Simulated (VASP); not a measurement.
# BaZrO3 (Pm-3m) in VASP: notebook

The runs below take BaZrO3 through single point, with PBEsol, PBEsol+U.

Everything below comes from runs of VASP 6.6.1. Logs are shortened: lines on timing, memory, paths and dates and some standing lists are left out, and cuts for length are marked.

## Step 1: The cell of the first run

Symmetry: Pm-3m, No. 221, cubic system. Conventional cell: a = 4.141 Å, b = 4.141 Å, c = 4.141 Å, α = 90.00°, β = 90.00°, γ = 90.00°. Within 3.9 Å of Ba (site symmetry m-3m) lie 12 O at 2.93 Å and 8 Zr at 3.59 Å. Zr (site symmetry m-3m) has 6 O at 2.07 Å within 2.7 Å. Within 2.7 Å of O (site symmetry 4/mmm) lie 2 Zr at 2.07 Å.

## Step 2: Single point, PBEsol

INCAR reads:

```
SYSTEM = BaZrO3
ALGO     = Normal         ! electronic algorithm
EDIFF    = 1E-7           ! SCF threshold, eV
ENCUT    = 520            ! plane-wave cutoff, eV
GGA      = PS             ! functional
ISIF     = 2              ! what is computed and relaxed
ISMEAR   = -1             ! smearing method
LASPH    = .TRUE.         ! aspherical terms in the spheres
LCHARG   = .FALSE.        ! write CHGCAR
LREAL    = .FALSE.        ! projectors in reciprocal space
LWAVE    = .FALSE.        ! write WAVECAR
NBANDS   = 28             ! bands
NELM     = 80             ! most SCF steps
PREC     = Accurate       ! precision mode
SIGMA    = 0.05           ! smearing width, eV
```

KPOINTS reads:

```
k-points
0
G
  6 6 6
  0 0 0
```

POSCAR reads:

```
BaZrO3
1.0
    4.1407005511      0.0000000000      0.0000000000
    0.0000000000      4.1407005511      0.0000000000
    0.0000000000      0.0000000000      4.1407005511
Ba Zr O
1 1 3
Direct
    0.0000000000      0.0000000000      0.0000000000
    0.5000000000      0.5000000000      0.5000000000
    0.5000000000      0.5000000000      0.0000000000
    0.5000000000      0.0000000000      0.5000000000
    0.0000000000      0.5000000000      0.5000000000
```

Potentials or basis: VASP PAW PBE potentials, release 64 (Ba_sv, Zr_sv, O).

On the command line:

```bash
$ cat potpaw_PBE.64/Ba_sv/POTCAR potpaw_PBE.64/Zr_sv/POTCAR potpaw_PBE.64/O/POTCAR > POTCAR
$ mpirun -np 1 vasp_std > vasp.out
```

OUTCAR:

```text
SYSTEM = BaZrO3
   EDIFF = 1E-7
   ENCUT = 520
   GGA = PS
   ISIF = 2
   ISMEAR = -1
   LASPH = .TRUE.
   LREAL = .FALSE.
   NELM = 80
   PREC = Accurate

 ion  position               nearest neighbor table
   1  0.000  0.000  0.000-   3 2.93   4 2.93   5 2.93   4 2.93   5 2.93   3 2.93   5 2.93   5 2.93
                             3 2.93   4 2.93   4 2.93   3 2.93   2 3.59   2 3.59   2 3.59   2 3.59
   2  0.500  0.500  0.500-   3 2.07   4 2.07   5 2.07   3 2.07   4 2.07   5 2.07   1 3.59   1 3.59
                             1 3.59   1 3.59   1 3.59   1 3.59   1 3.59   1 3.59
   3  0.500  0.500  0.000-   2 2.07   2 2.07   1 2.93   1 2.93   1 2.93   1 2.93
   4  0.500  0.000  0.500-   2 2.07   2 2.07   1 2.93   1 2.93   1 2.93   1 2.93
   5  0.000  0.500  0.500-   2 2.07   2 2.07   1 2.93   1 2.93   1 2.93   1 2.93

  LATTYP: Found a simple cubic cell.
 ALAT       =     4.1407005511

  Lattice vectors:

 A1 = (   4.1407005511,   0.0000000000,   0.0000000000)
 A2 = (   0.0000000000,   4.1407005511,   0.0000000000)
 A3 = (   0.0000000000,   0.0000000000,   4.1407005511)

Analysis of symmetry for initial positions (statically):
=====================================================================
 Subroutine PRICEL returns:
 Original cell was already a primitive cell.

 Routine SETGRP: Setting up the symmetry group for a
 simple cubic supercell.

 Subroutine GETGRP returns: Found 48 space group operations
[... 9 lines left out ...]

 Routine SETGRP: Setting up the symmetry group for a
 simple cubic supercell.

 Subroutine GETGRP returns: Found 48 space group operations
[... 11 lines left out ...]
                                     Primitive cell

  volume of cell :      70.9940

  direct lattice vectors                    reciprocal lattice vectors
     4.140700551  0.000000000  0.000000000     0.241505027  0.000000000  0.000000000
     0.000000000  4.140700551  0.000000000     0.000000000  0.241505027  0.000000000
     0.000000000  0.000000000  4.140700551     0.000000000  0.000000000  0.241505027

  length of vectors
     4.140700551  4.140700551  4.140700551     0.241505027  0.241505027  0.241505027

  position of ions in fractional coordinates (direct lattice)
     0.000000000  0.000000000  0.000000000
     0.500000000  0.500000000  0.500000000
     0.500000000  0.500000000  0.000000000
     0.500000000  0.000000000  0.500000000
     0.000000000  0.500000000  0.500000000

  ion indices of the primitive-cell ions
   primitive index   ion index
                 1           1
                 2           2
                 3           3
                 4           4
                 5           5

----------------------------------------------------------------------------------------

 KPOINTS: k-points

Automatic generation of k-mesh.
 Grid dimensions read from file:
 generate k-points for:    6    6    6

 Generating k-lattice:

  Cartesian coordinates                     Fractional coordinates (reciprocal lattice)
     0.040250838  0.000000000  0.000000000     0.166666667  0.000000000  0.000000000
     0.000000000  0.040250838  0.000000000     0.000000000  0.166666667  0.000000000
     0.000000000  0.000000000  0.040250838     0.000000000  0.000000000  0.166666667

  Length of vectors
     0.040250838  0.040250838  0.040250838

  Shift w.r.t. Gamma in fractional coordinates (k-lattice)
     0.000000000  0.000000000  0.000000000

 Subroutine IBZKPT returns following result:
 ===========================================

 Found     20 irreducible k-points:

 Following reciprocal coordinates:
            Coordinates               Weight
  0.000000  0.000000  0.000000      1.000000
  0.166667  0.000000  0.000000      6.000000
  0.333333  0.000000  0.000000      6.000000
  0.500000  0.000000  0.000000      3.000000
  0.166667  0.166667  0.000000     12.000000
  0.333333  0.166667  0.000000     24.000000
[... 12 lines left out ...]
  0.500000  0.500000  0.333333      6.000000
  0.500000  0.500000  0.500000      1.000000
   k-points           NKPTS =     20   k-points in BZ     NKDIM =     20   number of bands    NBANDS=     28
   number of dos      NEDOS =    301   number of ions     NIONS =      5
   total plane-waves  NPLWV =  32768
   dimension x,y,z NGX =    32 NGY =   32 NGZ =   32
   dimension x,y,z NGXF=    64 NGYF=   64 NGZF=   64
   ions per type =               1   1   3
   NGX,Y,Z   is equivalent  to a cutoff of  12.85, 12.85, 12.85 a.u.
   NGXF,Y,Z  is equivalent  to a cutoff of  25.70, 25.70, 25.70 a.u.
 SYSTEM =  BaZrO3
   PREC   = accura    normal or accurate (medium, high low for compatibility)
   ISTART =      0    job   : 0-new  1-cont  2-samecut
   ICHARG =      2    charge: 1-file 2-atom 10-const
   ISPIN  =      1    spin polarized calculation?
   LNONCOLLINEAR =      F non collinear calculations
   LSORBIT =      F    spin-orbit coupling
   LASPH  =      T    aspherical Exc in radial PAW
   ENCUT  =  520.0 eV  38.22 Ry    6.18 a.u.   7.70  7.70  7.70*2*pi/ulx,y,z
   NELM   =     80;   NELMIN=  2; NELMDL= -5     # of ELM steps
   EDIFF  = 0.1E-06   stopping-criterion for ELM
   LREAL  =      F    real-space projection
   EDIFFG = 0.1E-05   stopping-criterion for IOM
   NSW    =      0    number of steps for IOM
   IBRION =     -1    ionic relax: 0-MD 1-quasi-New 2-CG
   NFREE  =      0    steps in history (QN), initial steepest desc. (CG)
   ISIF   =      2    stress and relaxation
   ISYM   =      2    0-nonsym 1-usesym 2-fastsym
   POTIM  = 0.5000    time-step for ionic-motion
   TEBEG  =    0.0;   TEEND  =   0.0 temperature during run
   PSTRESS=    0.0 pullay stress
   NELECT =      40.0000    total number of electrons
   NUPDOWN=      -1.0000    fix difference up-down
   EMIN   =  10.00;   EMAX   =-10.00  energy-range for DOS
   EFERMI =   0.00;   METHOD = LEGACY
   ISMEAR =    -1;   SIGMA  =   0.05  broadening in eV -4-tet -1-fermi 0-gaus
   EFERMI_NEDOS =   21; number of points for ismear=-14 and -15
   IALGO  =     38    algorithm
   IMIX   =      4    mixing-type and parameters
     AMIX     =   0.40;   BMIX     =  1.00
     AMIX_MAG =   1.60;   BMIX_MAG =  1.00
  volume/ion in A,a.u.               =      14.20        95.82
  Fermi-wavevector in a.u.,A,eV,Ry     =   1.352138  2.555170 24.875219  1.828277
  Thomas-Fermi vector in A             =   2.479502
   LORBIT       =      0    0 simple, 1 ext, 2 COOP (PROOUT), +10 PAW based schemes
   GGA     = PS    functional components
   LHFCALC =     F    Hartree Fock is set to
   AEXX    =    0.0000 exact exchange contribution
   IVDW    =     0    specifies the selected vdW correction
   LEPSILON=     F    determine dielectric tensor
   LRPA    =     F    only Hartree local field effects (RPA)
 non-spin polarized calculation
  energy-cutoff  :      520.00
  volume of cell :       70.99
 maximum number of plane-waves:      1936
 NGX is ok and might be reduce to    32
   NGX = 15   NGY = 15   NGZ = 15

 number of electron      40.0000018 magnetization

 Free energy of the ion-electron system (eV)
  ---------------------------------------------------
  ext. energy  EPLUGINS =         0.00000000
  ---------------------------------------------------
  free energy    TOTEN  =       -43.57076428 eV

  energy without entropy =      -43.57076428  energy(sigma->0) =      -43.57076428

 E-fermi :   4.9511     XC(G=0): -11.2075

 val. band max:        3.8998340601   @ k =   0.5000   0.5000   0.5000
 cond. band min:       7.0785218349   @ k =   0.0000   0.0000   0.0000
 fundamental gap:      3.1786877748
 Fermi energy:         4.9511067343

 k-point     1 :       0.0000    0.0000    0.0000
  band No.  band energies     occupation
      1     -42.7499      2.00000
      2     -21.2354      2.00000
      3     -21.0140      2.00000
      4     -21.0140      2.00000
      5     -21.0140      2.00000
      6     -12.4498      2.00000
[... 20 lines left out ...]
     27      11.7593      0.00000
     28      11.7593      0.00000

 k-point     2 :       0.1667    0.0000    0.0000
  band No.  band energies     occupation
      1     -42.7489      2.00000
      2     -21.3088      2.00000
      3     -21.0118      2.00000
      4     -21.0118      2.00000
      5     -20.9991      2.00000
      6     -12.4701      2.00000
[... 20 lines left out ...]
     27      11.7615      0.00000
     28      12.2877      0.00000

 k-point     3 :       0.3333    0.0000    0.0000
  band No.  band energies     occupation
      1     -42.7467      2.00000
      2     -21.4502      2.00000
      3     -21.0074      2.00000
      4     -21.0074      2.00000
      5     -20.9671      2.00000
      6     -12.6054      2.00000
[... 20 lines left out ...]
     27      11.7600      0.00000
     28      12.0027      0.00000

 k-point     4 :       0.5000    0.0000    0.0000
  band No.  band energies     occupation
      1     -42.7457      2.00000
      2     -21.5179      2.00000
      3     -21.0052      2.00000
      4     -21.0052      2.00000
      5     -20.9506      2.00000
      6     -12.6781      2.00000
[... 20 lines left out ...]
     27      11.7514      0.00000
     28      12.6302      0.00000

 k-point     5 :       0.1667    0.1667    0.0000
  band No.  band energies     occupation
      1     -42.7478      2.00000
      2     -21.3269      2.00000
      3     -21.0911      2.00000
      4     -21.0096      2.00000
      5     -20.9614      2.00000
      6     -12.4204      2.00000
[... 20 lines left out ...]
     27      12.2076      0.00000
     28      12.2118      0.00000

 k-point     6 :       0.3333    0.1667    0.0000
  band No.  band energies     occupation
      1     -42.7457      2.00000
      2     -21.4197      2.00000
      3     -21.1068      2.00000
      4     -21.0053      2.00000
      5     -20.9648      2.00000
      6     -12.4803      2.00000
[... 339 lines left out ...]
      5     -21.0482      2.00000
      6     -11.5907      2.00000
[... 20 lines left out ...]
     27      12.3671      0.00000
     28      12.3671      0.00000

 k-point    18 :       0.5000    0.3333    0.3333
  band No.  band energies     occupation
      1     -42.7394      2.00000
      2     -21.3231      2.00000
      3     -21.2295      2.00000
      4     -21.2268      2.00000
      5     -21.0761      2.00000
      6     -11.5277      2.00000
[... 20 lines left out ...]
     27      12.3525      0.00000
     28      13.0776      0.00000

 k-point    19 :       0.5000    0.5000    0.3333
  band No.  band energies     occupation
      1     -42.7383      2.00000
      2     -21.2995      2.00000
      3     -21.2995      2.00000
      4     -21.2252      2.00000
      5     -21.0865      2.00000
      6     -11.4202      2.00000
[... 20 lines left out ...]
     27      12.6288      0.00000
     28      13.4389      0.00000

 k-point    20 :       0.5000    0.5000    0.5000
  band No.  band energies     occupation
      1     -42.7373      2.00000
      2     -21.2963      2.00000
      3     -21.2963      2.00000
      4     -21.2963      2.00000
      5     -21.0754      2.00000
      6     -11.0902      2.00000
[... 20 lines left out ...]
     27      13.3055      0.00000
     28      13.3055      0.00000

------------------------ aborting loop because EDIFF is reached ----------------------------------------

  FORCE on cell =-STRESS in cart. coord.  units (eV):
  Direction    XX          YY          ZZ          XY          YZ          ZX
  --------------------------------------------------------------------------------------
  -------------------------------------------------------------------------------------
  Total        2.8031868      2.8031868      2.8031868     -0.0000000     -0.0000000      0.0000000
  in kB       63.2617419     63.2617419     63.2617419     -0.0000000     -0.0000000      0.0000000
  external PRESSURE =      63.2617419 kB  Pullay stress =       0.0000000 kB

 VOLUME and BASIS-vectors are now :
 -----------------------------------------------------------------------------
  energy-cutoff  :      520.00
  volume of cell :       70.99
      direct lattice vectors                 reciprocal lattice vectors
     4.140700551  0.000000000  0.000000000     0.241505027  0.000000000  0.000000000
     0.000000000  4.140700551  0.000000000     0.000000000  0.241505027  0.000000000
     0.000000000  0.000000000  4.140700551     0.000000000  0.000000000  0.241505027

 POSITION                                       TOTAL-FORCE (eV/Angst)
 -----------------------------------------------------------------------------------
      0.00000      0.00000      0.00000         0.000000      0.000000      0.000000
      2.07035      2.07035      2.07035         0.000000      0.000000      0.000000
      2.07035      2.07035      0.00000         0.000000      0.000000      0.000000
      2.07035      0.00000      2.07035         0.000000      0.000000      0.000000
      0.00000      2.07035      2.07035         0.000000      0.000000      0.000000
 -----------------------------------------------------------------------------------
    total drift:                                0.000000     -0.000000     -0.000000

  FREE ENERGIE OF THE ION-ELECTRON SYSTEM (eV)
  ---------------------------------------------------
  free  energy   TOTEN  =       -43.5707642825 eV

  energy  without entropy=      -43.5707642825  energy(sigma->0) =      -43.57076428
```

Run time: 25 s. Hardware: 1 thread of Intel Xeon 6975P-C (Granite Rapids), shared host; peak memory 0.2 GiB.

Results:

```yaml
Free_energy: -43.5708 eV
Pressure: 6.3 GPa
Band_gap_on_the_k_mesh: 3.18 eV, indirect (least direct gap 3.35 eV)
```

Levels at points of the mesh, in eV from the valence-band top:
| k point | band 18 | band 19 | band 20 | band 21 | band 22 | band 23 |
| --- | --- | --- | --- | --- | --- | --- |
| (0.00, 0.00, 0.00) | -0.17 | -0.17 | -0.17 | 3.18 | 3.18 | 3.18 |
| (0.50, 0.00, 0.00) | -1.81 | -0.39 | -0.39 | 3.67 | 5.93 | 5.93 |
| (0.50, 0.50, 0.00) | -0.93 | -0.69 | -0.08 | 5.89 | 5.89 | 6.62 |
| (0.50, 0.50, 0.50) | 0.00 | 0.00 | 0.00 | 6.04 | 6.04 | 6.04 |

Caveat: the PAW data sets were made with another functional, which shifts forces and pressure a little; spin-orbit coupling is left out, which moves the levels of the heavy elements. A k mesh can miss the band edges.

## Step 3: Single point, PBEsol

This run uses another cell than the first one, of 14.44 Å³/atom, 1.017 times its volume.

INCAR reads:

```
PREC     = Accurate       # precision mode
ENCUT    = 520            # plane-wave cutoff, eV
EDIFF    = 1E-6           # SCF threshold, eV
ISMEAR   = -1             # smearing method
SIGMA    = 0.05           # smearing width, eV
LREAL    = False          # projectors in reciprocal space
LASPH    = True           # aspherical terms in the spheres
NELM     = 100            # most SCF steps
ALGO     = Normal         # electronic algorithm
ISIF     = 2              # what is computed and relaxed
LWAVE    = False          # write WAVECAR
LCHARG   = False          # write CHGCAR
GGA      = PS             # functional
NBANDS   = 28             # bands
```

KPOINTS reads:

```
regular mesh
0
Gamma
  6 6 6
```

POSCAR, as its differences from that of step 2:

```diff
@@ -2,5 +2,5 @@
 1.0
-    4.1407005511      0.0000000000      0.0000000000
-    0.0000000000      4.1407005511      0.0000000000
-    0.0000000000      0.0000000000      4.1407005511
+    4.1640145191      0.0000000000      0.0000000000
+    0.0000000000      4.1640145191      0.0000000000
+    0.0000000000      0.0000000000      4.1640145191
 Ba Zr O
```

Potentials or basis: VASP PAW PBE potentials, release 64 (Ba_sv, Zr_sv, O).

On the command line:

```bash
$ cat potpaw_PBE.64/Ba_sv/POTCAR potpaw_PBE.64/Zr_sv/POTCAR potpaw_PBE.64/O/POTCAR > POTCAR
$ mpirun -np 1 vasp_std > vasp.out
```

Run time: 22 s. Hardware: 1 thread of Intel Xeon 6975P-C (Granite Rapids), shared host; peak memory 0.19 GiB.

Results (log left out):

```yaml
Free_energy: -43.6079 eV
Pressure: 3.2 GPa
Band_gap_on_the_k_mesh: 3.15 eV, indirect (least direct gap 3.34 eV)
```

Levels at points of the mesh, in eV from the valence-band top:
| k point | band 18 | band 19 | band 20 | band 21 | band 22 | band 23 |
| --- | --- | --- | --- | --- | --- | --- |
| (0.00, 0.00, 0.00) | -0.20 | -0.20 | -0.20 | 3.15 | 3.15 | 3.15 |
| (0.50, 0.00, 0.00) | -1.77 | -0.42 | -0.42 | 3.62 | 5.81 | 5.81 |
| (0.50, 0.50, 0.00) | -0.94 | -0.74 | -0.08 | 5.78 | 5.78 | 6.53 |
| (0.50, 0.50, 0.50) | 0.00 | 0.00 | 0.00 | 5.98 | 5.98 | 5.98 |

Caveat: the PAW data sets were made with another functional, which shifts forces and pressure a little; spin-orbit coupling is left out, which moves the levels of the heavy elements. As with any semilocal functional, this PBEsol gap is likely too small.

## Step 4: Single point, PBEsol

This run uses another cell than the first one, of 14.62 Å³/atom, 1.030 times its volume.

INCAR reads:

```
PREC = Accurate
ENCUT = 520
EDIFF = 1E-6
ISMEAR = -1
SIGMA = 0.05
LREAL = False
LASPH = True
NELM = 80
ALGO = Normal
ISIF = 2
LWAVE = False
LCHARG = True
GGA = PS
LELF = True
LVHAR = True
NBANDS = 28
```

KPOINTS reads:

```
Automatic mesh
0
Gamma
  6 6 6
```

POSCAR, as its differences from that of step 3:

```diff
@@ -2,5 +2,5 @@
 1.0
-    4.1640145191      0.0000000000      0.0000000000
-    0.0000000000      4.1640145191      0.0000000000
-    0.0000000000      0.0000000000      4.1640145191
+    4.1810436780      0.0000000000      0.0000000000
+    0.0000000000      4.1810436780      0.0000000000
+    0.0000000000      0.0000000000      4.1810436780
 Ba Zr O
```

On the command line:

```bash
$ cat potpaw_PBE.64/Ba_sv/POTCAR potpaw_PBE.64/Zr_sv/POTCAR potpaw_PBE.64/O/POTCAR > POTCAR
$ mpirun -np 1 vasp_std > vasp.out
```

Run time: 21 s. Hardware: 1 thread of Intel Xeon 6975P-C (Granite Rapids), shared host; peak memory 0.19 GiB.

The run converged. Its results:

- Free energy: -43.6208 eV
- Pressure: 1.1 GPa
- Band gap on the k mesh: 3.12 eV, indirect (least direct gap 3.33 eV)

Levels at points of the mesh, in eV from the valence-band top:
| k point | band 17 | band 18 | band 19 | band 20 | band 21 | band 22 | band 23 | band 24 |
| --- | --- | --- | --- | --- | --- | --- | --- | --- |
| (0.00, 0.00, 0.00) | -1.01 | -0.21 | -0.21 | -0.21 | 3.12 | 3.12 | 3.12 | 4.55 |
| (0.50, 0.00, 0.00) | -1.77 | -1.74 | -0.44 | -0.44 | 3.58 | 5.73 | 5.73 | 6.39 |
| (0.50, 0.50, 0.00) | -0.94 | -0.94 | -0.77 | -0.08 | 5.70 | 5.70 | 6.46 | 6.49 |
| (0.50, 0.50, 0.50) | -2.57 | 0.00 | 0.00 | 0.00 | 5.93 | 5.93 | 5.93 | 7.06 |

Caveat: the PAW data sets were made with another functional, which shifts forces and pressure a little; spin-orbit coupling is left out, which moves the levels of the heavy elements. A k mesh can miss the band edges.

(Part 1 of 2 ends here.)
